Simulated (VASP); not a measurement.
Wanted: the native input for a VASP 6.6.1 run.

```
Task                   : single point
Functional             : LDA
Potentials or basis    : VASP PAW LDA potentials, release 64 (Hf_pv)
Cutoff                 : 520 eV
k mesh                 : 13 × 13 × 7
Occupations            : methfessel-paxton, width 0.1 eV
Spin                   : no spin polarisation
Dipole correction      : no
Further INCAR settings : ALGO = Fast; EDIFF = 1e-07; NBANDS = 17
```

The structure of Hf lies in POSCAR:

```
Hf
1.0
    3.1967000000      0.0000000000      0.0000000000
   -1.5983500000      2.7684234083      0.0000000000
    0.0000000000      0.0000000000      5.0578000000
Hf
2
Direct
    0.6707990000      0.3463000000      0.7545060000
    0.3256540000      0.6728700000      0.2466750000
```

These files were run (other wordings do the same):

INCAR

```
SYSTEM = Hf
  ALGO = Fast
  EDIFF = 1E-7
  ENCUT = 520
  ISIF = 2
  ISMEAR = 1
  LASPH = .True.
  LCHARG = .True.
  LELF = .True.
  LREAL = .False.
  LVHAR = .True.
  LWAVE = .False.
  NBANDS = 17
  NELM = 60
  PREC = Accurate
  SIGMA = 0.1
```

KPOINTS

```
k-points
0
Gamma
  13 13 7
  0 0 0
```

Potentials or basis: VASP PAW LDA potentials, release 64 (Hf_pv).

Launch:

```console
$ cat potpaw_LDA.64/Hf_pv/POTCAR > POTCAR
$ mpirun -np 1 vasp_std > vasp.out
```

Results of the run:

| Quantity | Value |
| --- | --- |
| Pressure | -7.5 GPa |
| Largest force | 0.099 eV/Å |
| Band gap on the k mesh | zero (band 10 reaches 5.87 eV, above the bottom of band 11 at 4.37 eV) |

Caveat: spin-orbit coupling is left out, which moves the levels of the heavy elements.

Run time: 4.4 min on 1 thread of Intel(R) Xeon(R) Platinum 8488C (Sapphire Rapids), with other jobs on the host, peak memory 0.45 GiB.
